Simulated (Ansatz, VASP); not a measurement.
## Two plane-wave programs on MnHg

```
Mn Hg
1.0
     3.28800    0.00000    0.00000
     0.00000    3.28800    0.00000
     0.00000    0.00000    3.31300
Mn Hg
1 1
Direct
  0.50000 0.50000 0.50000
  0.00000 0.00000 0.00000
```

Alike in both runs: task single point; functional PBE; k mesh 10 × 10 × 10; occupations gaussian, width 0.05 eV; collinear spin.

```csv
,VASP,Ansatz
version,VASP 6.6.1,Ansatz 0.2.0
potentials or method,"VASP PAW PBE potentials, release 64 (Mn_pv, Hg), cutoff 520 eV","scalar-relativistic, plane waves, PAW"
valence electrons in the cell,25,35
```

```csv
,VASP,Ansatz,Ansatz less VASP
gap on the k mesh at the Fermi level (eV),none,none,-
pressure (GPa),2.1,1.6,-0.52
"traceless stress, the component that is largest in VASP (GPa)",0.08,0.07,-0.005
net moment per atom (μB),1.93,1.92,-0.004
size of the moment on the site where the two differ most (μB),3.78,3.83,+0.044
```

Site moments also hang on the region over which each program counts them. A gap of «none» marks a metal or a gap that the smearing closes. VASP's potentials hold 25 valence electrons a cell and Ansatz's 35, so a difference there can come from the potentials and not from the codes. Ansatz's warnings: stability check not made.

Neither program's run includes spin-orbit coupling.
